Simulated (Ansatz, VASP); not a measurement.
## Two plane-wave programs on Ag

```
Ag
1.0
     2.73968    0.00000    0.00000
    -1.36984    2.37263    0.00000
     0.00000    0.00000    9.06217
Ag
4
Direct
  0.33333 0.66667 0.25000
  0.66667 0.33333 0.75000
  0.00000 0.00000 0.00000
  0.00000 0.00000 0.50000
```

Alike in both runs: task single point; functional LDA; k mesh 14 × 14 × 4; occupations fermi-dirac, width 0.1 eV; no spin polarisation.

```csv
,VASP,Ansatz
version,VASP 6.6.1,Ansatz 0.2.0
potentials or method,"VASP PAW LDA potentials, release 64 (Ag), cutoff 520 eV","plane waves (420 eV) with PAW, scalar-relativistic"
valence electrons in the cell,44,76
```

```csv
,VASP,Ansatz,Ansatz less VASP
pressure (GPa),15.0,14.9,-0.15
"traceless stress, the component that is largest in VASP (GPa)",-1.58,-1.56,+0.014
```

Ansatz warns that its potentials were made for another functional, while VASP's fit it. LDA's correlation is that of Perdew and Zunger in VASP and of Perdew and Wang (1992) in Ansatz. VASP's potentials hold 44 valence electrons a cell and Ansatz's 76, so a difference there can come from the potentials and not from the codes.
